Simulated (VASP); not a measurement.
A run of VASP 6.6.1 is set up as follows.

File INCAR:

```
PREC     = Accurate       # precision mode
ENCUT    = 520            # plane-wave cutoff, eV
EDIFF    = 1E-7           # SCF threshold, eV
ISMEAR   = 0              # smearing method
SIGMA    = 0.02           # smearing width, eV
LREAL    = F              # projectors in reciprocal space
LASPH    = T              # aspherical terms in the spheres
NELM     = 60             # most SCF steps
ALGO     = Normal         # electronic algorithm
ISIF     = 2              # what is computed and relaxed
LWAVE    = F              # write WAVECAR
LCHARG   = F              # write CHGCAR
GGA      = PE             # functional
NBANDS   = 25             # bands
```

KPOINTS

```
Automatic mesh
0
Gamma
  6 6 6
```

The input POSCAR:

```
SiO2
1.0
    0.0000000000      3.5674048000      3.5674048000
    3.5674048000      0.0000000000      3.5674048000
    3.5674048000      3.5674048000      0.0000000000
Si O
2 4
Direct
    0.5000000000      0.5000000000      0.5000000000
    0.7500000000      0.7500000000      0.7500000000
    0.6250000000      0.6250000000      0.6250000000
    0.1250000000      0.6250000000      0.6250000000
    0.6250000000      0.6250000000      0.1250000000
    0.6250000000      0.1250000000      0.6250000000
```

Potentials or basis: VASP PAW PBE potentials, release 64 (Si, O).

Run with:

```console
$ cat potpaw_PBE.64/Si/POTCAR potpaw_PBE.64/O/POTCAR > POTCAR
$ mpirun -np 1 vasp_std > vasp.out
```

**Question.** Predict the band gap on the k mesh.

**Answer.** 5.67 eV (least direct gap 5.68 eV).

**Question.** Predict the pressure.

**Answer.** 25.4 GPa.

Caveat: the cell differs from its parent crystal (strained); the cell stands under pressure. A k mesh can miss the band edges.
